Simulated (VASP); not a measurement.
Input of a VASP 6.6.1 run:

File INCAR:

```
SYSTEM = Ti5WN6
ALGO = Fast
EDIFF = 1E-6
EDIFFG = -0.01
ENCUT = 600
GGA = PE
IBRION = 2
ISIF = 3
ISMEAR = 0
LASPH = .TRUE.
LCHARG = .FALSE.
LREAL = .FALSE.
LWAVE = .FALSE.
NELM = 80
NSW = 100
PREC = Accurate
SIGMA = 0.1
```

KPOINTS

```
k-points
0
G
  12 12 4
  0 0 0
```

The input POSCAR:

```
Ti5WN6
1.0
    2.9971226000      0.0000000000      0.0000000000
   -1.4985613000      2.5955843000      0.0000000000
    0.0000000000      0.0000000000     14.9317810000
Ti W N
5 1 6
Direct
    0.6666667000      0.3333333000      0.6730170000
    0.3333333000      0.6666667000      0.3269830000
    0.6666667000      0.3333333000      0.1645830000
    0.0000000000      0.0000000000      0.0000000000
    0.3333333000      0.6666667000      0.8354170000
    0.0000000000      0.0000000000      0.5000000000
    0.3333333000      0.6666667000      0.5885240000
    0.6666667000      0.3333333000      0.4114760000
    0.0000000000      0.0000000000      0.2475420000
    0.3333333000      0.6666667000      0.0819880000
    0.6666667000      0.3333333000      0.9180120000
    0.0000000000      0.0000000000      0.7524580000
```

Potentials or basis: VASP PAW PBE potentials, release 64 (Ti_sv, W_sv, N).

Launch:

```sh
$ cat potpaw_PBE.64/Ti_sv/POTCAR potpaw_PBE.64/W_sv/POTCAR potpaw_PBE.64/N/POTCAR > POTCAR
$ mpirun -np 1 vasp_std > vasp.out
```

**Question.** What does it give for the space group after relaxing (to 0.1 Å)?

**Answer.** P-3m1 (No. 164).

**Question.** Estimate the band gap on the k mesh.

**Answer.** Zero (bands 52 and 53 overlap by 1.16 eV).

**Question.** What does it give for the relaxed volume?

**Answer.** 9.70 Å³/atom.

**Question.** What does it give for the relaxed cell?

**Answer.** a = 2.999 Å, b = 2.999 Å, c = 14.940 Å, α = 90.00°, β = 90.00°, γ = 120.00°.

The path:
```csv
step,energy change (eV),largest force (eV/Å),pressure (GPa),volume (Å³)
1,0.0000,0.0239,0.50,116.16
2,0.0004,0.0094,-0.77,116.67
3,-0.0004,0.0092,-0.02,116.37
```

Caveat: spin-orbit coupling is left out, which moves the levels of the heavy elements.
